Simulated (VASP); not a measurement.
# CoPtO2 (R-3m) in VASP: notebook

Aim: see how the results for CoPtO2 move with the level of theory and the settings. Levels: PBEsol, PBE. Tasks: single point.

All numbers are computed with VASP 6.6.1; they aren't measurements. Logs are shortened: lines on timing, memory, paths and dates and some standing lists are left out, and cuts for length are marked.

## Step 1: The cell of the first run

The structure is trigonal, space group R-3m (No. 166). The conventional cell has a = 2.825 Å, b = 2.825 Å, c = 17.818 Å, α = 90.00°, β = 90.00°, γ = 120.00°. Within 2.6 Å of Pt (site symmetry -3m) lie 2 O at 2.00 Å. Co (site symmetry -3m) has 6 O at 1.90 Å within 2.5 Å. O (site symmetry 3m) has 3 Co at 1.90 Å and 1 Pt at 2.00 Å within 2.5 Å.

## Step 2: Single point, PBEsol

Contents of INCAR:

```
SYSTEM = CoPtO2
  PREC = Accurate
  ENCUT = 520
  EDIFF = 1E-6
  ISMEAR = -1
  SIGMA = 0.05
  LREAL = .False.
  LASPH = .True.
  NELM = 80
  ALGO = Normal
  ISIF = 2
  LWAVE = .False.
  LCHARG = .True.
  GGA = PS
  LELF = .True.
  LVHAR = .True.
  NBANDS = 24
```

Contents of KPOINTS:

```
Automatic mesh
0
Gamma
  11 11 11
  0 0 0
```

Contents of POSCAR:

```
CoPtO2
1.0
    1.4122699173      0.8153744169      5.9393891094
   -1.4122699173      0.8153744169      5.9393891094
    0.0000000000     -1.6307488338      5.9393891094
Pt Co O
1 1 2
Direct
    0.0000000000      0.0000000000      0.0000000000
    0.5000000000      0.5000000000      0.5000000000
    0.1122440300      0.1122440300      0.1122440300
    0.8877559700      0.8877559700      0.8877559700
```

Potentials or basis: VASP PAW PBE potentials, release 64 (Pt, Co, O).

Command:

```console
$ cat potpaw_PBE.64/Pt/POTCAR potpaw_PBE.64/Co/POTCAR potpaw_PBE.64/O/POTCAR > POTCAR
$ mpirun -np 1 vasp_std > vasp.out
```

OUTCAR:

```text
SYSTEM = CoPtO2
   PREC = Accurate
   ENCUT = 520
   EDIFF = 1E-6
   ISMEAR = -1
   LREAL = .False.
   LASPH = .True.
   NELM = 80
   ISIF = 2
   GGA = PS

 ion  position               nearest neighbor table
   1  0.000  0.000  0.000-   3 2.00   4 2.00
   2  0.500  0.500  0.500-   3 1.90   4 1.90   3 1.90   3 1.90   4 1.90   4 1.90
   3  0.112  0.112  0.112-   2 1.90   2 1.90   2 1.90   1 2.00
   4  0.888  0.888  0.888-   2 1.90   2 1.90   2 1.90   1 2.00

  LATTYP: Found a trigonal (rhomboedric) cell.
 ALAT       =     6.1591951383
 COS(alpha) =     0.8948480128

  Lattice vectors:

 A1 = (   1.4122699173,   0.8153744169,   5.9393891094)
 A2 = (  -1.4122699173,   0.8153744169,   5.9393891094)
 A3 = (   0.0000000000,  -1.6307488338,   5.9393891094)

Analysis of symmetry for initial positions (statically):
=====================================================================
 Subroutine PRICEL returns:
 Original cell was already a primitive cell.

 Routine SETGRP: Setting up the symmetry group for a
 trigonal (rhombohedral) supercell.

 Subroutine GETGRP returns: Found 12 space group operations
 (whereof 12 operations were pure point group operations)
 out of a pool of 12 trial point group operations.

The static configuration has the point symmetry D_3d.

Analysis of symmetry for dynamics (positions and initial velocities):
=====================================================================
 Subroutine PRICEL returns:
 Original cell was already a primitive cell.

 Routine SETGRP: Setting up the symmetry group for a
 trigonal (rhombohedral) supercell.

 Subroutine GETGRP returns: Found 12 space group operations
 (whereof 12 operations were pure point group operations)
 out of a pool of 12 trial point group operations.

The dynamic configuration has the point symmetry D_3d.

 Subroutine INISYM returns: Found 12 space group operations
 (whereof 12 operations are pure point group operations),
 and found     1 'primitive' translations

----------------------------------------------------------------------------------------

                                     Primitive cell

  volume of cell :      41.0363

  direct lattice vectors                    reciprocal lattice vectors
     1.412269917  0.815374417  5.939389109     0.354039971  0.204405072  0.056122495
    -1.412269917  0.815374417  5.939389109    -0.354039971  0.204405072  0.056122495
[... 82 lines left out ...]
   ICHARG =      2    charge: 1-file 2-atom 10-const
   ISPIN  =      1    spin polarized calculation?
   LNONCOLLINEAR =      F non collinear calculations
   LSORBIT =      F    spin-orbit coupling
   LASPH  =      T    aspherical Exc in radial PAW
   ENCUT  =  520.0 eV  38.22 Ry    6.18 a.u.  11.45 11.45 11.45*2*pi/ulx,y,z
   NELM   =     80;   NELMIN=  2; NELMDL= -5     # of ELM steps
   EDIFF  = 0.1E-05   stopping-criterion for ELM
   LREAL  =      F    real-space projection
   EDIFFG = 0.1E-04   stopping-criterion for IOM
   NSW    =      0    number of steps for IOM
   IBRION =     -1    ionic relax: 0-MD 1-quasi-New 2-CG
   NFREE  =      0    steps in history (QN), initial steepest desc. (CG)
   ISIF   =      2    stress and relaxation
   ISYM   =      2    0-nonsym 1-usesym 2-fastsym
   POTIM  = 0.5000    time-step for ionic-motion
   TEBEG  =    0.0;   TEEND  =   0.0 temperature during run
   PSTRESS=    0.0 pullay stress
   NELECT =      31.0000    total number of electrons
   NUPDOWN=      -1.0000    fix difference up-down
   EMIN   =  10.00;   EMAX   =-10.00  energy-range for DOS
   EFERMI =   0.00;   METHOD = LEGACY
   ISMEAR =    -1;   SIGMA  =   0.05  broadening in eV -4-tet -1-fermi 0-gaus
   EFERMI_NEDOS =   21; number of points for ismear=-14 and -15
   IALGO  =     38    algorithm
   IMIX   =      4    mixing-type and parameters
     AMIX     =   0.40;   BMIX     =  1.00
     AMIX_MAG =   1.60;   BMIX_MAG =  1.00
  volume/ion in A,a.u.               =      10.26        69.23
  Fermi-wavevector in a.u.,A,eV,Ry     =   1.490983  2.817550 30.246177  2.223031
  Thomas-Fermi vector in A             =   2.603696
   LORBIT       =      0    0 simple, 1 ext, 2 COOP (PROOUT), +10 PAW based schemes
   GGA     = PS    functional components
   LHFCALC =     F    Hartree Fock is set to
   AEXX    =    0.0000 exact exchange contribution
   IVDW    =     0    specifies the selected vdW correction
   LEPSILON=     F    determine dielectric tensor
   LRPA    =     F    only Hartree local field effects (RPA)
 non-spin polarized calculation
  energy-cutoff  :      520.00
  volume of cell :       41.04
 maximum number of plane-waves:      1120
 NGX is ok and might be reduce to    48
   NGX = 23   NGY = 23   NGZ = 23

 number of electron      30.9999999 magnetization

 Free energy of the ion-electron system (eV)
  ---------------------------------------------------
  ext. energy  EPLUGINS =         0.00000000
  ---------------------------------------------------
  free energy    TOTEN  =       -28.75749657 eV

  energy without entropy =      -28.75229439  energy(sigma->0) =      -28.75489548

 E-fermi :   8.6131     XC(G=0): -12.9318

 val. band max:        8.5523430333   @ k =  -0.3636  -0.3636   0.0909
 cond. band min:       8.6709302900   @ k =   0.4545   0.4545   0.0000
 fundamental gap:      0.1185872567
 Fermi energy:         8.6130677489

 k-point     1 :       0.0000    0.0000    0.0000
  band No.  band energies     occupation
      1     -12.9928      2.00000
      2     -11.0526      2.00000
      3      -1.1709      2.00000
      4       1.4794      2.00000
      5       2.0110      2.00000
      6       2.0110      2.00000
[... 637 lines left out ...]
     23      21.5151      0.00000
     24      21.6426      0.00000

 [... further k-points ...]
[... 5 lines left out ...]
  --------------------------------------------------------------------------------------
  -------------------------------------------------------------------------------------
  Total       -1.0200578     -1.0200578     -1.4723097      0.0000000     -0.0000000      0.0000000
  in kB      -39.8260803    -39.8260803    -57.4833334      0.0000000     -0.0000000      0.0000000
  external PRESSURE =     -45.7118314 kB  Pullay stress =       0.0000000 kB

 VOLUME and BASIS-vectors are now :
 -----------------------------------------------------------------------------
  energy-cutoff  :      520.00
  volume of cell :       41.04
      direct lattice vectors                 reciprocal lattice vectors
     1.412269917  0.815374417  5.939389109     0.354039971  0.204405072  0.056122495
    -1.412269917  0.815374417  5.939389109    -0.354039971  0.204405072  0.056122495
     0.000000000 -1.630748834  5.939389109     0.000000000 -0.408810145  0.056122495

 POSITION                                       TOTAL-FORCE (eV/Angst)
 -----------------------------------------------------------------------------------
      0.00000      0.00000      0.00000        -0.000000     -0.000000      0.000000
      0.00000      0.00000      8.90908         0.000000     -0.000000      0.000000
      0.00000      0.00000      1.99998        -0.000000     -0.000000     -0.005557
      0.00000      0.00000     15.81818        -0.000000      0.000000      0.005557
 -----------------------------------------------------------------------------------
    total drift:                               -0.000000      0.000000     -0.000000

  FREE ENERGIE OF THE ION-ELECTRON SYSTEM (eV)
  ---------------------------------------------------
  free  energy   TOTEN  =       -28.7574965738 eV

  energy  without entropy=      -28.7522943946  energy(sigma->0) =      -28.75489548
```

OSZICAR:

```text
N       E                     dE             d eps       ncg     rms          rms(c)
DAV:   1     0.233564544565E+03    0.23356E+03   -0.15017E+04  7112   0.142E+03
DAV:   2    -0.161842835539E+02   -0.24975E+03   -0.22435E+03  7720   0.341E+02
DAV:   3    -0.334208895725E+02   -0.17237E+02   -0.16787E+02  8504   0.100E+02
DAV:   4    -0.336737101402E+02   -0.25282E+00   -0.25261E+00  8120   0.124E+01
DAV:   5    -0.336796048468E+02   -0.58947E-02   -0.58945E-02  8768   0.191E+00    0.273E+01
DAV:   6    -0.355456365626E+02   -0.18660E+01   -0.26196E+01  8128   0.941E+01    0.361E+01
DAV:   7    -0.298106864871E+02    0.57350E+01   -0.24176E+01  8976   0.120E+02    0.177E+01
DAV:   8    -0.287703414108E+02    0.10403E+01   -0.50578E+00  9712   0.213E+01    0.541E+00
DAV:   9    -0.287619555424E+02    0.83859E-02   -0.33269E-01  7656   0.471E+00    0.175E+00
DAV:  10    -0.287593820964E+02    0.25734E-02   -0.10403E-02 10864   0.111E+00    0.713E-01
DAV:  11    -0.287582302713E+02    0.11518E-02   -0.33271E-03 10368   0.654E-01    0.387E-01
DAV:  12    -0.287575989334E+02    0.63134E-03   -0.58435E-04 10128   0.437E-01    0.167E-01
DAV:  13    -0.287574986061E+02    0.10033E-03   -0.28771E-04 10296   0.228E-01    0.310E-02
DAV:  14    -0.287575044220E+02   -0.58160E-05   -0.49421E-05  9976   0.860E-02    0.396E-02
DAV:  15    -0.287574970452E+02    0.73769E-05   -0.62519E-06  8616   0.413E-02    0.989E-03
DAV:  16    -0.287574965738E+02    0.47140E-06   -0.21095E-06  7504   0.182E-02
   1 F= -.28757497E+02 E0= -.28754895E+02  d E =-.520218E-02
```

Wall time 11 min (1 thread of Intel Xeon Platinum 8259CL at 2.50GHz (Skylake/Cascade Lake), shared host); peak memory 0.42 GiB.

What came out:

```
Free energy   : -28.7575 eV
Pressure      : -4.6 GPa
Largest force : 0.006 eV/Å
```

Forces on the atoms (eV/Å):
```
Pt   0.000  0.000  0.000
Co   0.000  0.000  0.000
O    0.000  0.000 -0.006
O    0.000  0.000  0.006
```

Levels at points of the mesh, in eV from the Fermi level:
```csv
k point,band 13,band 14,band 15,band 16,band 17,band 18,band 19,band 20
"(0.00, 0.00, 0.00)",-1.93,-1.65,-1.65,-1.51,1.81,1.81,2.69,5.37
```

Caveat: the PAW data sets were made with another functional, which shifts forces and pressure a little; spin-orbit coupling is left out, which moves the levels of the heavy elements; an odd number of electrons without spin polarisation forces a metal; a magnetic or distorted state may lie lower; the run has no spin polarisation, though such a crystal can be magnetic; semilocal functionals often make such compounds metallic where correlation or magnetic order opens a gap, which also shifts bond lengths. With open d or f shells a metallic result of PBEsol can be an artefact of self-interaction; +U or a hybrid may open a gap.

## Step 3: Single point, PBE, collinear spin, ferromagnetic start

This run uses another cell than the first one, of 9.85 Å³/atom, 0.960 times its volume.

Contents of INCAR:

```
  PREC = Accurate
  ENCUT = 520
  EDIFF = 1E-6
  ISMEAR = -1
  SIGMA = 0.05
  LREAL = False
  LASPH = True
  NELM = 150
  ALGO = Normal
  ISIF = 2
  LWAVE = False
  LCHARG = False
  ISPIN = 2
  MAGMOM = 0 2 0 0
  LORBIT = 11
  LMAXMIX = 4
  GGA = PE
  NBANDS = 28
```

Contents of KPOINTS:

```
Automatic mesh
0
Gamma
  11 11 11
```

Contents of POSCAR:

```
CoPtO2
1.0
    1.3931828489      0.8043544928      5.8591172543
   -1.3931828489      0.8043544928      5.8591172543
    0.0000000000     -1.6087089856      5.8591172543
Pt Co O
1 1 2
Direct
    0.0000000000      0.0000000000      0.0000000000
    0.5000000000      0.5000000000      0.5000000000
    0.1122440300      0.1122440300      0.1122440300
    0.8877559700      0.8877559700      0.8877559700
```

Potentials or basis: VASP PAW PBE potentials, release 64 (Pt, Co, O).

Command:

```console
$ cat potpaw_PBE.64/Pt/POTCAR potpaw_PBE.64/Co/POTCAR potpaw_PBE.64/O/POTCAR > POTCAR
$ mpirun -np 1 vasp_std > vasp.out
```

OUTCAR:

```text
PREC = Accurate
   ENCUT = 520
   EDIFF = 1E-6
   ISMEAR = -1
   LREAL = False
   LASPH = True
   NELM = 150
   ISIF = 2
   ISPIN = 2
   LORBIT = 11
   GGA = PE

 ion  position               nearest neighbor table
   1  0.000  0.000  0.000-   3 1.97   4 1.97
   2  0.500  0.500  0.500-   3 1.87   4 1.87   3 1.87   3 1.87   4 1.87   4 1.87
   3  0.112  0.112  0.112-   2 1.87   2 1.87   2 1.87   1 1.97
   4  0.888  0.888  0.888-   2 1.87   2 1.87   2 1.87   1 1.97

  LATTYP: Found a trigonal (rhomboedric) cell.
 ALAT       =     6.0759525673
 COS(alpha) =     0.8948480128

  Lattice vectors:

 A1 = (   1.3931828489,   0.8043544928,   5.8591172543)
 A2 = (  -1.3931828489,   0.8043544928,   5.8591172543)
 A3 = (   0.0000000000,  -1.6087089856,   5.8591172543)

Analysis of symmetry for initial positions (statically):
=====================================================================
[... 1650 lines left out ...]

  FORCE on cell =-STRESS in cart. coord.  units (eV):
  Direction    XX          YY          ZZ          XY          YZ          ZX
  --------------------------------------------------------------------------------------
  -------------------------------------------------------------------------------------
  Total        4.2356062      4.2356062      4.9918444     -0.0000000     -0.0000000      0.0000000
  in kB      172.2610552    172.2610552    203.0170779     -0.0000000     -0.0000000      0.0000000
  external PRESSURE =     182.5130627 kB  Pullay stress =       0.0000000 kB

 VOLUME and BASIS-vectors are now :
 -----------------------------------------------------------------------------
  energy-cutoff  :      520.00
  volume of cell :       39.39
      direct lattice vectors                 reciprocal lattice vectors
     1.393182849  0.804354493  5.859117254     0.358890436  0.207205490  0.056891391
    -1.393182849  0.804354493  5.859117254    -0.358890436  0.207205490  0.056891391
     0.000000000 -1.608708986  5.859117254     0.000000000 -0.414410980  0.056891391

 POSITION                                       TOTAL-FORCE (eV/Angst)
 -----------------------------------------------------------------------------------
      0.00000      0.00000      0.00000        -0.000000      0.000000     -0.000000
      0.00000      0.00000      8.78868         0.000000      0.000000     -0.000000
      0.00000      0.00000      1.97295        -0.000000     -0.000000     -0.185483
      0.00000      0.00000     15.60440        -0.000000      0.000000      0.185483
 -----------------------------------------------------------------------------------
    total drift:                               -0.000000      0.000000     -0.000000

  FREE ENERGIE OF THE ION-ELECTRON SYSTEM (eV)
  ---------------------------------------------------
  free  energy   TOTEN  =       -26.3313347710 eV

  energy  without entropy=      -26.3280314460  energy(sigma->0) =      -26.32968311

 total charge

# of ion       s       p       d       tot
------------------------------------------
    1        0.674   0.624   8.047   9.345
    2        0.455   0.725   7.415   8.595
    3        1.557   3.488   0.000   5.045
    4        1.557   3.488   0.000   5.045
--------------------------------------------------
tot          4.244   8.323  15.462  28.029

 magnetization (x)

# of ion       s       p       d       tot
------------------------------------------
    1        0.000   0.000   0.000   0.000
    2       -0.000  -0.000  -0.000  -0.000
    3        0.000   0.000   0.000   0.000
    4        0.000   0.000   0.000   0.000
--------------------------------------------------
tot          0.000   0.000  -0.000  -0.000
```

It took 9.2 min on 1 thread of Intel Xeon 6975P-C (Granite Rapids), shared host; peak memory 0.59 GiB.

Results:

| Item | Value |
| --- | --- |
| Free energy | -26.3313 eV |
| Pressure | 18.3 GPa |
| Largest force | 0.185 eV/Å |
| Net moment | 0.00 μB per cell |
| Valence electrons inside the program's atomic spheres | Pt 9.35; Co 8.60; O 5.04 |

Forces in eV/Å, atoms in the order of the input:
```
Pt   0.000  0.000  0.000
Co   0.000  0.000  0.000
O    0.000  0.000 -0.185
O    0.000  0.000  0.185
```

Stress tensor (GPa, compression positive):
```
17.23  0.00  0.00
 0.00 17.23  0.00
 0.00  0.00 20.30
```

Caveat: the starting moments collapsed, and a magnetic state may lie lower; spin-orbit coupling is left out, which moves the levels of the heavy elements; semilocal functionals often make such compounds metallic where correlation or magnetic order opens a gap, which also shifts bond lengths.
